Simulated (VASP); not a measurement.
Wanted: the native input for a VASP 6.6.1 run.

| Quantity | Value |
| --- | --- |
| Task | single point |
| Functional | PBE |
| Potentials or basis | VASP PAW PBE potentials, release 64 (K_sv, Br) |
| Cutoff | 520 eV |
| k mesh | 6 × 6 × 4 |
| Occupations | fermi-dirac, width 0.02 eV |
| Spin | no spin polarisation |
| Dipole correction | no |
| Further INCAR settings | ALGO = Normal; EDIFF = 1e-06; NBANDS = 24 |

The structure of KBr lies in POSCAR:

```
KBr
1.0
    4.5592982998     -0.0284956144      0.0000000000
   -2.3043270759      3.9627159583      0.0000000000
    0.0000000000      0.0000000000      8.0200647660
K Br
2 2
Direct
    0.0000000000      0.0000000000      0.0000000000
    0.0000000000      0.0000000000      0.5000000000
    0.3305815304      0.6666255003      0.2500000000
    0.6694184696      0.3333744997      0.7500000000
```

This cell differs from its parent crystal: shear xy strain -1.2%.

These files were run (other wordings do the same):

INCAR

```
SYSTEM = KBr
PREC = Accurate
ENCUT = 520
EDIFF = 1E-6
ISMEAR = -1
SIGMA = 0.02
LREAL = .FALSE.
LASPH = .TRUE.
NELM = 80
ALGO = Normal
ISIF = 2
LWAVE = .FALSE.
LCHARG = .FALSE.
GGA = PE
NBANDS = 24
```

KPOINTS

```
regular mesh
0
G
  6 6 4
  0 0 0
```

Potentials or basis: VASP PAW PBE potentials, release 64 (K_sv, Br).

The run is started by

```sh
$ cat potpaw_PBE.64/K_sv/POTCAR potpaw_PBE.64/Br/POTCAR > POTCAR
$ mpirun -np 1 vasp_std > vasp.out
```

Results of the run:

```json
{
 "Pressure": "0.7 GPa",
 "Band gap on the k mesh": "4.34 eV"
}
```

Caveat: the cell differs from its parent crystal (shear xy strain -1.2%).

Wall time 110 s on 1 thread of AMD EPYC 9R45 96-Core Processor (Zen 5) (shared host), peak memory 0.34 GiB.
